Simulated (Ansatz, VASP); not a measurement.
**HfN in VASP and in Ansatz**

Contents of INCAR:

```
SYSTEM = HfN
ALGO = Normal ; EDIFF = 1E-7
ENCUT = 520 ; GGA = PE
ISIF = 2 ; ISMEAR = 0
LASPH = .True. ; LCHARG = .True.
LELF = .True. ; LREAL = .False.
LVHAR = .True. ; LWAVE = .False.
NBANDS = 14 ; NELM = 60
PREC = Accurate ; SIGMA = 0.15
```

File KPOINTS:

```
k-points
0
Gamma
  20 20 20
  0 0 0
```

File POSCAR:

```
HfN
1.0
    0.0000000000      2.2899490513      2.1983510893
    2.2899490513      0.0000000000      2.1983510893
    2.2899490513      2.2899490513      0.0000000000
Hf N
1 1
Direct
    0.0000000000      0.0000000000      0.0000000000
    0.5000000000      0.5000000000      0.5000000000
```

Input for Ansatz:

```yaml
crystal:
  lattice:
    - [0.0, 2.2899490513, 2.1983510893]
    - [2.2899490513, 0.0, 2.1983510893]
    - [2.2899490513, 2.2899490513, 0.0]
  atoms:
    - { symbol: Hf, position: [0.0, 0.0, 0.0] }
    - { symbol: "N", position: [0.5, 0.5, 0.5] }
basis:
  ecutwfc: 420
kpoints:
  mp_grid: { grid: [20, 20, 20] }
hamiltonian:
  xc: pbe
scf:
  occupations: { method: gaussian, width: 0.15 }
output:
  forces: true
  stress: true
  eigenvalues: true
```

Alike in both runs: task single point; functional PBE; k mesh 20 × 20 × 20; occupations gaussian, width 0.15 eV; no spin polarisation.

|  | VASP | Ansatz |
| --- | --- | --- |
| version | VASP 6.6.1 | Ansatz 0.2.0 |
| potentials or method | VASP PAW PBE potentials, release 64 (Hf_pv, N), cutoff 520 eV | scalar-relativistic, plane waves, PAW |
| valence electrons in the cell | 15 | 31 |

|  | VASP | Ansatz | Ansatz less VASP |
| --- | --- | --- | --- |
| gap on the k mesh at the Fermi level (eV) | none | none | - |
| pressure (GPa) | 4.1 | 6.5 | +2.37 |
| traceless stress, the component that is largest in VASP (GPa) | 14.48 | 14.62 | +0.134 |

A gap of «none» marks a metal or a gap that the smearing closes. VASP's potentials hold 15 valence electrons a cell and Ansatz's 31, so a difference there can come from the potentials and not from the codes.

Neither program's run includes spin-orbit coupling.
